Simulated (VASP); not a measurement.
Set up this calculation in VASP 6.6.1, as the native input.

```yaml
Task: relaxation of cell and atoms
Functional: PBE
Potentials_or_basis: VASP PAW PBE potentials, release 64 (Zr_sv, Nb_sv, N)
Cutoff: 600 eV
k_mesh: 12 × 12 × 4
Occupations: gaussian, width 0.1 eV
Spin: no spin polarisation
Dipole_correction: no
Further_INCAR_settings: ALGO = Normal; EDIFF = 1e-07; IBRION = 2; EDIFFG = -0.01; NSW = 100; ISIF = 3
```

The structure of ZrNb3N lies in POSCAR:

```
ZrNb3N
1.0
    3.3638663103      0.0000000000      0.0000000000
   -1.6819331551      2.9131936797      0.0000000000
    0.0000000000      0.0000000000      9.8475056187
Zr Nb N
1 3 1
Direct
    0.6666666667      0.3333333333      0.5000000000
    0.0000000000      0.0000000000      0.7249409864
    0.0000000000      0.0000000000      0.2750590136
    0.0000000000      0.0000000000      0.0000000000
    0.6666666667      0.3333333333      0.0000000000
```

One way to write it, as run:

INCAR

```
PREC = Accurate ; ENCUT = 600
EDIFF = 1E-7 ; ISMEAR = 0
SIGMA = 0.1 ; LREAL = False
LASPH = True ; NELM = 100
ALGO = Normal ; ISIF = 3
LWAVE = False ; LCHARG = False
GGA = PE ; IBRION = 2
NSW = 100 ; EDIFFG = -0.01
```

KPOINTS

```
Automatic mesh
0
Gamma
  12 12 4
```

Potentials or basis: VASP PAW PBE potentials, release 64 (Zr_sv, Nb_sv, N).

The run is started by

```console
$ cat potpaw_PBE.64/Zr_sv/POTCAR potpaw_PBE.64/Nb_sv/POTCAR potpaw_PBE.64/N/POTCAR > POTCAR
$ mpirun -np 1 vasp_std > vasp.out
```

It gave:

The relaxed volume is 19.32 Å³/atom and the relaxed cell is a = 3.358 Å, b = 3.358 Å, c = 9.893 Å, α = 90.00°, β = 90.00°, γ = 120.00°. The space group after relaxing (to 0.05 Å) is P-6m2 (No. 187), the energy gained by relaxing is 0.2 meV/atom and the ionic steps are 7. The pressure after relaxing is 0.0 GPa. The band gap on the k mesh is zero (band 28 reaches 9.11 eV, above the bottom of band 29 at 8.60 eV).

Run time: 12 min on 1 thread of AMD EPYC 9R45 96-Core Processor (Zen 5), on a shared host, peak memory 0.36 GiB.
